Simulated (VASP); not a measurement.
Wanted: the native input for a VASP 6.6.1 run.

| Quantity | Value |
| --- | --- |
| Task | single point |
| Functional | PBEsol |
| Potentials or basis | VASP PAW PBE potentials, release 64 (Ni, Al) |
| Cutoff | 520 eV |
| k mesh | 8 × 8 × 8 |
| Occupations | fermi-dirac, width 0.05 eV |
| Spin | collinear spin, ferromagnetic start |
| Starting moments | [1.0, 1.0, 1.0, 0.0] μB |
| Dipole correction | no |
| Further INCAR settings | ALGO = Fast; EDIFF = 1e-07; NBANDS = 28 |

The structure of AlNi3 lies in POSCAR:

```
AlNi3
1.0
    3.5463868949      0.0000000000      0.0000000000
    0.0000000000      3.5463868949      0.0000000000
    0.0000000000      0.0000000000      3.5463868949
Ni Al
3 1
Direct
    0.5000000000      0.5000000000      0.0000000000
    0.5000000000      0.0000000000      0.5000000000
    0.0000000000      0.5000000000      0.5000000000
    0.0000000000      0.0000000000      0.0000000000
```

One way to write it, as run:

INCAR

```
  PREC = Accurate
  ENCUT = 520
  EDIFF = 1E-7
  ISMEAR = -1
  SIGMA = 0.05
  LREAL = F
  LASPH = T
  NELM = 150
  ALGO = Fast
  ISIF = 2
  LWAVE = F
  LCHARG = F
  ISPIN = 2
  MAGMOM = 1 1 1 0
  LORBIT = 11
  LMAXMIX = 4
  GGA = PS
  NBANDS = 28
```

KPOINTS

```
Automatic mesh
0
Gamma
  8 8 8
```

Potentials or basis: VASP PAW PBE potentials, release 64 (Ni, Al).

Command:

```console
$ cat potpaw_PBE.64/Ni/POTCAR potpaw_PBE.64/Al/POTCAR > POTCAR
$ mpirun -np 1 vasp_std > vasp.out
```

Results of the run:

```json
{
 "Pressure": "-4.3 GPa",
 "Net moment": "0.65 μB per cell",
 "Site moments": "Ni +0.23; Al -0.01 μB",
 "Valence electrons inside the program's atomic spheres": "Ni 9.42; Al 0.80"
}
```

Caveat: the cell stands under tension; the PAW data sets were made with another functional, which shifts forces and pressure a little.

It took 62 s on 1 thread of Intel(R) Xeon(R) Platinum 8488C (Sapphire Rapids), on a shared host, peak memory 0.2 GiB.
